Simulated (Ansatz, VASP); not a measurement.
Bi in VASP and in Ansatz

INCAR

```
SYSTEM = Bi
  PREC = Accurate
  ENCUT = 520
  EDIFF = 1E-6
  ISMEAR = -1
  SIGMA = 0.05
  LREAL = .FALSE.
  LASPH = .TRUE.
  NELM = 60
  ALGO = Normal
  ISIF = 2
  LWAVE = .FALSE.
  LCHARG = .TRUE.
  GGA = PE
  LELF = .TRUE.
  LVHAR = .TRUE.
  NBANDS = 22
```

File KPOINTS:

```
regular mesh
0
G
  8 8 8
  0 0 0
```

The input POSCAR:

```
Bi
1.0
    2.2675000000      1.3091417354      3.9380000000
   -2.2675000000      1.3091417354      3.9380000000
    0.0000000000     -2.6182834708      3.9380000000
Bi
2
Direct
    0.2574000000      0.2574000000      0.2074000000
    0.7426000000      0.7426000000      0.7926000000
```

Input for Ansatz:

```yaml
crystal:
  lattice:
    - [2.2675, 1.3091417354, 3.938]
    - [-2.2675, 1.3091417354, 3.938]
    - [0.0, -2.6182834708, 3.938]
  atoms:
    - { symbol: Bi, position: [0.2574, 0.2574, 0.2074] }
    - { symbol: Bi, position: [0.7426, 0.7426, 0.7926] }
kpoints:
  mp_grid: { grid: [8, 8, 8] }
scf:
  occupations: { method: fermi_dirac, width: 0.05 }
hamiltonian:
  xc: pbe
  pseudopotentials: { kind: nc }
output:
  forces: true
  stress: true
  eigenvalues: true
  populations: true
```

Change from the starting cell: shortest bond scaled by 1.1, norm-conserving files.

Alike in both runs: task single point; functional PBE; k mesh 8 × 8 × 8; occupations fermi-dirac, width 0.05 eV; no spin polarisation.

|  | VASP | Ansatz |
| --- | --- | --- |
| version | VASP 6.6.1 | Ansatz 0.2.0 |
| potentials or method | VASP PAW PBE potentials, release 64 (Bi_d) | scalar-relativistic |
| plane-wave cutoff (eV) | 520 | 898 |
| valence electrons in the cell | 30 | 30 |

```csv
,VASP,Ansatz,Ansatz less VASP
pressure (GPa),1.6,1.7,+0.12
"traceless stress, the component that is largest in VASP (GPa)",-1.41,-1.40,+0.003
rms of the force components (eV/Å),0.106,0.107,+0.0004
```

Atom by atom the forces differ by 0.001 eV/Å (rms over components). The functional is the same, so the differences come from potentials, cutoffs and numerics.

Neither program's run includes spin-orbit coupling.
